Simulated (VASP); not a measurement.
Runs of VASP 6.6.1 on Cd. The structure is that of space group Pm-3m (No. 221), or close to it. The cells are those of the table. This isn't the form of Cd at room conditions, which is hcp.

```csv
task,cell,k mesh,gap on the mesh (eV),pressure (GPa)
single point,"a = 3.017 Å, 1 atom",12 × 12 × 12,none,-2.1
single point,"a = 2.941 Å, 1 atom",18 × 18 × 18,none,0.4
single point,"a = 2.901 Å, 1 atom",12 × 12 × 12,none,2.2
single point,"a = 3.054 Å, 1 atom",12 × 12 × 12,none,(b)
single point,"a = 2.860 Å, 1 atom",12 × 12 × 12,none,(a)
single point,"a = 2.941 Å, 1 atom",11 × 11 × 11,none,0.3
relaxation of cell and atoms,"relaxed from a = 2.857 Å, 1 atom",11 × 11 × 11,none,0.0
single point,"a = 2.818 Å, 1 atom",12 × 12 × 12,none,7.8
single point,"a = 2.941 Å, 1 atom",12 × 12 × 12,none,0.4
single point,"a = 2.979 Å, 1 atom",12 × 12 × 12,none,-1.1
```

Alike in all rows: level r2SCAN; potentials or basis VASP PAW PBE potentials, release 64 (Cd); no spin polarisation; cutoff (eV) 550; smearing fermi-dirac 0.1 eV.

Q: Fill in the values left out.

A: (a) 4.6; (b) -2.9.

Caveats: the PAW data sets were made with another functional, which shifts forces and pressure a little; the cell stands under pressure (at least some runs).

A k mesh can miss the band edges, and the runs leave out spin-orbit coupling on Cd.

A gap of «none» marks levels without a gap at the run's occupations.
